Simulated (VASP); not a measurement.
# GaSbTeSe2 (P4/mmm) in VASP: single point with PBE

Aim: the single point of GaSbTeSe2 with PBE.

All numbers are computed with VASP 6.6.1; they aren't measurements. Logs are shortened: lines on timing, memory, paths and dates and some standing lists are left out, and cuts for length are marked.

## 1. The cell of the first run

Symmetry: P4/mmm, No. 123, tetragonal system. Conventional cell: a = 5.299 Å, b = 5.299 Å, c = 5.115 Å, α = 90.00°, β = 90.00°, γ = 90.00°. Ga (site symmetry 4/mmm) has 2 Sb at 2.56 Å and 4 Se at 2.65 Å within 3.4 Å. Sb (site symmetry 4/mmm) has 2 Ga at 2.56 Å within 3.4 Å. Te (site symmetry 4/mmm) has 8 Se at 3.68 Å and 4 Sb at 3.75 Å and 8 Ga at 4.54 Å within 4.8 Å. Within 3.5 Å of Se (site symmetry mmm) lie 2 Ga at 2.65 Å.

## 2. Single point, PBE

INCAR

```
SYSTEM = GaSbTeSe2
  PREC = Accurate
  ENCUT = 520
  EDIFF = 1E-6
  ISMEAR = 0
  SIGMA = 0.1
  LREAL = .FALSE.
  LASPH = .TRUE.
  NELM = 100
  ALGO = Normal
  ISIF = 2
  LWAVE = .FALSE.
  LCHARG = .FALSE.
  GGA = PE
  NBANDS = 26
```

KPOINTS

```
regular mesh
0
G
  4 4 4
  0 0 0
```

POSCAR

```
GaSbTeSe2
1.0
    5.2988582000      0.0000000000      0.0000000000
    0.0000000000      5.2988582000      0.0000000000
    0.0000000000      0.0000000000      5.1153072600
Ga Sb Te Se
1 1 1 2
Direct
    0.5000000000      0.5000000000      0.5000000000
    0.5000000000      0.5000000000      0.0000000000
    0.0000000000      0.0000000000      0.0000000000
    0.5000000000      0.0000000000      0.5000000000
    0.0000000000      0.5000000000      0.5000000000
```

Potentials or basis: VASP PAW PBE potentials, release 64 (Ga_d, Sb, Te, Se).

Started as:

```console
> cat potpaw_PBE.64/Ga_d/POTCAR potpaw_PBE.64/Sb/POTCAR potpaw_PBE.64/Te/POTCAR potpaw_PBE.64/Se/POTCAR > POTCAR
> mpirun -np 1 vasp_std > vasp.out
```

OUTCAR:

```text
SYSTEM = GaSbTeSe2
   PREC = Accurate
   ENCUT = 520
   EDIFF = 1E-6
   ISMEAR = 0
   LREAL = .FALSE.
   LASPH = .TRUE.
   NELM = 100
   ISIF = 2
   GGA = PE

 ion  position               nearest neighbor table
   1  0.500  0.500  0.500-   2 2.56   2 2.56   5 2.65   4 2.65   4 2.65   5 2.65
   2  0.500  0.500  0.000-   1 2.56   1 2.56
   3  0.000  0.000  0.000-
   4  0.500  0.000  0.500-   1 2.65   1 2.65
   5  0.000  0.500  0.500-   1 2.65   1 2.65

  LATTYP: Found a simple tetragonal cell.
 ALAT       =     5.2988582000
 C/A-ratio  =     0.9653602846

  Lattice vectors:

 A1 = (   5.2988582000,   0.0000000000,   0.0000000000)
 A2 = (   0.0000000000,   5.2988582000,   0.0000000000)
 A3 = (   0.0000000000,   0.0000000000,   5.1153072600)

Analysis of symmetry for initial positions (statically):
=====================================================================
 Subroutine PRICEL returns:
 Original cell was already a primitive cell.

 Routine SETGRP: Setting up the symmetry group for a
 simple tetragonal supercell.

 Subroutine GETGRP returns: Found 16 space group operations
 (whereof 16 operations were pure point group operations)
 out of a pool of 16 trial point group operations.

The static configuration has the point symmetry D_4h.

Analysis of symmetry for dynamics (positions and initial velocities):
=====================================================================
 Subroutine PRICEL returns:
 Original cell was already a primitive cell.

 Routine SETGRP: Setting up the symmetry group for a
 simple tetragonal supercell.

 Subroutine GETGRP returns: Found 16 space group operations
 (whereof 16 operations were pure point group operations)
 out of a pool of 16 trial point group operations.

The dynamic configuration has the point symmetry D_4h.

 Subroutine INISYM returns: Found 16 space group operations
 (whereof 16 operations are pure point group operations),
 and found     1 'primitive' translations

----------------------------------------------------------------------------------------

                                     Primitive cell

  volume of cell :     143.6271

  direct lattice vectors                    reciprocal lattice vectors
     5.298858200  0.000000000  0.000000000     0.188719902  0.000000000  0.000000000
     0.000000000  5.298858200  0.000000000     0.000000000  0.188719902  0.000000000
     0.000000000  0.000000000  5.115307260     0.000000000  0.000000000  0.195491678

  length of vectors
     5.298858200  5.298858200  5.115307260     0.188719902  0.188719902  0.195491678

  position of ions in fractional coordinates (direct lattice)
     0.500000000  0.500000000  0.500000000
     0.500000000  0.500000000  0.000000000
     0.000000000  0.000000000  0.000000000
     0.500000000  0.000000000  0.500000000
     0.000000000  0.500000000  0.500000000

  ion indices of the primitive-cell ions
   primitive index   ion index
                 1           1
                 2           2
                 3           3
                 4           4
                 5           5

----------------------------------------------------------------------------------------

 KPOINTS: regular mesh

Automatic generation of k-mesh.
 Grid dimensions read from file:
 generate k-points for:    4    4    4

 Generating k-lattice:

  Cartesian coordinates                     Fractional coordinates (reciprocal lattice)
     0.047179975  0.000000000  0.000000000     0.250000000  0.000000000  0.000000000
     0.000000000  0.047179975  0.000000000     0.000000000  0.250000000  0.000000000
     0.000000000  0.000000000  0.048872920     0.000000000  0.000000000  0.250000000

  Length of vectors
     0.047179975  0.047179975  0.048872920

  Shift w.r.t. Gamma in fractional coordinates (k-lattice)
     0.000000000  0.000000000  0.000000000

 Subroutine IBZKPT returns following result:
 ===========================================

 Found     18 irreducible k-points:

 Following reciprocal coordinates:
            Coordinates               Weight
  0.000000  0.000000  0.000000      1.000000
  0.250000  0.000000  0.000000      4.000000
  0.500000  0.000000  0.000000      2.000000
  0.250000  0.250000  0.000000      4.000000
  0.500000  0.250000  0.000000      4.000000
  0.500000  0.500000  0.000000      1.000000
[... 10 lines left out ...]
  0.500000  0.250000  0.500000      4.000000
  0.500000  0.500000  0.500000      1.000000
   k-points           NKPTS =     18   k-points in BZ     NKDIM =     18   number of bands    NBANDS=     26
   number of dos      NEDOS =    301   number of ions     NIONS =      5
   total plane-waves  NPLWV =  64000
   dimension x,y,z NGX =    40 NGY =   40 NGZ =   40
   dimension x,y,z NGXF=    80 NGYF=   80 NGZF=   80
   ions per type =               1   1   1   2
   NGX,Y,Z   is equivalent  to a cutoff of  12.55, 12.55, 13.00 a.u.
   NGXF,Y,Z  is equivalent  to a cutoff of  25.10, 25.10, 26.00 a.u.
 SYSTEM =  GaSbTeSe2
   PREC   = accura    normal or accurate (medium, high low for compatibility)
   ISTART =      0    job   : 0-new  1-cont  2-samecut
   ICHARG =      2    charge: 1-file 2-atom 10-const
   ISPIN  =      1    spin polarized calculation?
   LNONCOLLINEAR =      F non collinear calculations
   LSORBIT =      F    spin-orbit coupling
   LASPH  =      T    aspherical Exc in radial PAW
   ENCUT  =  520.0 eV  38.22 Ry    6.18 a.u.   9.85  9.85  9.51*2*pi/ulx,y,z
   NELM   =    100;   NELMIN=  2; NELMDL= -5     # of ELM steps
   EDIFF  = 0.1E-05   stopping-criterion for ELM
   LREAL  =      F    real-space projection
   EDIFFG = 0.1E-04   stopping-criterion for IOM
   NSW    =      0    number of steps for IOM
   IBRION =     -1    ionic relax: 0-MD 1-quasi-New 2-CG
   NFREE  =      0    steps in history (QN), initial steepest desc. (CG)
   ISIF   =      2    stress and relaxation
   ISYM   =      2    0-nonsym 1-usesym 2-fastsym
   POTIM  = 0.5000    time-step for ionic-motion
   TEBEG  =    0.0;   TEEND  =   0.0 temperature during run
   PSTRESS=    0.0 pullay stress
   NELECT =      36.0000    total number of electrons
   NUPDOWN=      -1.0000    fix difference up-down
   EMIN   =  10.00;   EMAX   =-10.00  energy-range for DOS
   EFERMI =   0.00;   METHOD = LEGACY
   ISMEAR =     0;   SIGMA  =   0.10  broadening in eV -4-tet -1-fermi 0-gaus
   EFERMI_NEDOS =   21; number of points for ismear=-14 and -15
   IALGO  =     38    algorithm
   IMIX   =      4    mixing-type and parameters
     AMIX     =   0.40;   BMIX     =  1.00
     AMIX_MAG =   1.60;   BMIX_MAG =  1.00
  volume/ion in A,a.u.               =      28.73       193.85
  Fermi-wavevector in a.u.,A,eV,Ry     =   1.032199  1.950574 14.496128  1.065435
  Thomas-Fermi vector in A             =   2.166385
   LORBIT       =      0    0 simple, 1 ext, 2 COOP (PROOUT), +10 PAW based schemes
   GGA     = PE    functional components
   LHFCALC =     F    Hartree Fock is set to
   AEXX    =    0.0000 exact exchange contribution
   IVDW    =     0    specifies the selected vdW correction
   LEPSILON=     F    determine dielectric tensor
   LRPA    =     F    only Hartree local field effects (RPA)
 non-spin polarized calculation
 Gauss-broadening in eV      SIGMA  =   0.10
  energy-cutoff  :      520.00
  volume of cell :      143.63
 maximum number of plane-waves:      3884
 NGX is ok and might be reduce to    40
   NGX = 19   NGY = 19   NGZ = 19

 number of electron      36.0000002 magnetization

 Free energy of the ion-electron system (eV)
  ---------------------------------------------------
  ext. energy  EPLUGINS =         0.00000000
  ---------------------------------------------------
  free energy    TOTEN  =       -14.89632900 eV

  energy without entropy =      -14.85458952  energy(sigma->0) =      -14.87545926

 E-fermi :   4.0138     XC(G=0):  -9.2935

 val. band max:        3.9766267509   @ k =   0.5000   0.0000   0.5000
 cond. band min:       4.0191957858   @ k =   0.2500   0.0000   0.2500
 fundamental gap:      0.0425690349
 Fermi energy:         4.0137930731

 k-point     1 :       0.0000    0.0000    0.0000
  band No.  band energies     occupation
      1     -11.2139      2.00000
      2     -11.1348      2.00000
      3     -11.0407      2.00000
      4     -11.0407      2.00000
      5     -10.9904      2.00000
      6      -9.2444      2.00000
[... 18 lines left out ...]
     25       9.0918      0.00000
     26       9.1090      0.00000

 k-point     2 :       0.2500    0.0000    0.0000
  band No.  band energies     occupation
      1     -11.2104      2.00000
      2     -11.1181      2.00000
      3     -11.0415      2.00000
      4     -11.0407      2.00000
      5     -10.9912      2.00000
      6      -9.0374      2.00000
[... 18 lines left out ...]
     25      10.0556      0.00000
     26      10.2329      0.00000

 k-point     3 :       0.5000    0.0000    0.0000
  band No.  band energies     occupation
      1     -11.2080      2.00000
      2     -11.1009      2.00000
      3     -11.0423      2.00000
      4     -11.0406      2.00000
      5     -10.9919      2.00000
      6      -8.5488      2.00000
[... 18 lines left out ...]
     25      10.9183      0.00000
     26      11.1902      0.00000

 k-point     4 :       0.2500    0.2500    0.0000
  band No.  band energies     occupation
      1     -11.2060      2.00000
      2     -11.1007      2.00000
      3     -11.0415      2.00000
      4     -11.0415      2.00000
      5     -10.9920      2.00000
      6      -8.8518      2.00000
[... 18 lines left out ...]
     25      10.4522      0.00000
     26      10.6072      0.00000

 k-point     5 :       0.5000    0.2500    0.0000
  band No.  band energies     occupation
      1     -11.2029      2.00000
      2     -11.0822      2.00000
      3     -11.0423      2.00000
      4     -11.0415      2.00000
      5     -10.9928      2.00000
      6      -8.4235      2.00000
[... 18 lines left out ...]
     25      10.9329      0.00000
     26      11.3071      0.00000

 k-point     6 :       0.5000    0.5000    0.0000
  band No.  band energies     occupation
      1     -11.1991      2.00000
      2     -11.0622      2.00000
      3     -11.0423      2.00000
      4     -11.0423      2.00000
      5     -10.9937      2.00000
      6      -8.2591      2.00000
[... 253 lines left out ...]
 k-point    15 :       0.5000    0.0000    0.5000
  band No.  band energies     occupation
      1     -11.1897      2.00000
      2     -11.0982      2.00000
      3     -11.0486      2.00000
      4     -11.0465      2.00000
      5     -10.9919      2.00000
      6      -8.3396      2.00000
[... 18 lines left out ...]
     25      11.5007      0.00000
     26      11.5030      0.00000

 k-point    16 :       0.2500    0.2500    0.5000
  band No.  band energies     occupation
      1     -11.1862      2.00000
      2     -11.1003      2.00000
      3     -11.0476      2.00000
      4     -11.0475      2.00000
      5     -10.9919      2.00000
      6      -8.6027      2.00000
[... 18 lines left out ...]
     25      10.0596      0.00000
     26      11.0461      0.00000

 k-point    17 :       0.5000    0.2500    0.5000
  band No.  band energies     occupation
      1     -11.1819      2.00000
      2     -11.0815      2.00000
      3     -11.0485      2.00000
      4     -11.0475      2.00000
      5     -10.9927      2.00000
      6      -8.2769      2.00000
[... 18 lines left out ...]
     25       9.6963      0.00000
     26      11.7182      0.00000

 k-point    18 :       0.5000    0.5000    0.5000
  band No.  band energies     occupation
      1     -11.1764      2.00000
      2     -11.0622      2.00000
      3     -11.0484      2.00000
      4     -11.0484      2.00000
      5     -10.9936      2.00000
      6      -8.2052      2.00000
[... 18 lines left out ...]
     25       9.4834      0.00000
     26      10.6984      0.00000

------------------------ aborting loop because EDIFF is reached ----------------------------------------

  FORCE on cell =-STRESS in cart. coord.  units (eV):
  Direction    XX          YY          ZZ          XY          YZ          ZX
  --------------------------------------------------------------------------------------
  -------------------------------------------------------------------------------------
  Total       -5.1799100     -5.1799100      3.5963452      0.0000000     -0.0000000      0.0000000
  in kB      -57.7825200    -57.7825200     40.1176631      0.0000000     -0.0000000      0.0000000
  external PRESSURE =     -25.1491257 kB  Pullay stress =       0.0000000 kB

 VOLUME and BASIS-vectors are now :
 -----------------------------------------------------------------------------
  energy-cutoff  :      520.00
  volume of cell :      143.63
      direct lattice vectors                 reciprocal lattice vectors
     5.298858200  0.000000000  0.000000000     0.188719902  0.000000000  0.000000000
     0.000000000  5.298858200  0.000000000     0.000000000  0.188719902  0.000000000
     0.000000000  0.000000000  5.115307260     0.000000000  0.000000000  0.195491678

 POSITION                                       TOTAL-FORCE (eV/Angst)
 -----------------------------------------------------------------------------------
      2.64943      2.64943      2.55765         0.000000      0.000000      0.000000
      2.64943      2.64943      0.00000         0.000000      0.000000      0.000000
      0.00000      0.00000      0.00000         0.000000      0.000000      0.000000
      2.64943      0.00000      2.55765         0.000000      0.000000      0.000000
      0.00000      2.64943      2.55765         0.000000      0.000000      0.000000
 -----------------------------------------------------------------------------------
    total drift:                               -0.000000      0.000000     -0.000000

  FREE ENERGIE OF THE ION-ELECTRON SYSTEM (eV)
  ---------------------------------------------------
  free  energy   TOTEN  =       -14.8963290034 eV

  energy  without entropy=      -14.8545895182  energy(sigma->0) =      -14.87545926
```

Wall time 40 s (1 thread of Intel Xeon Platinum 8559C (Emerald Rapids), shared host); peak memory 0.28 GiB.

Results:

```yaml
Free_energy: -14.8963 eV
Pressure: -2.5 GPa
Band_gap_on_the_k_mesh: zero (band 18 reaches 4.64 eV, above the bottom of band 19 at 3.30 eV)
```

Caveat: spin-orbit coupling is left out, which moves the levels of the heavy elements.
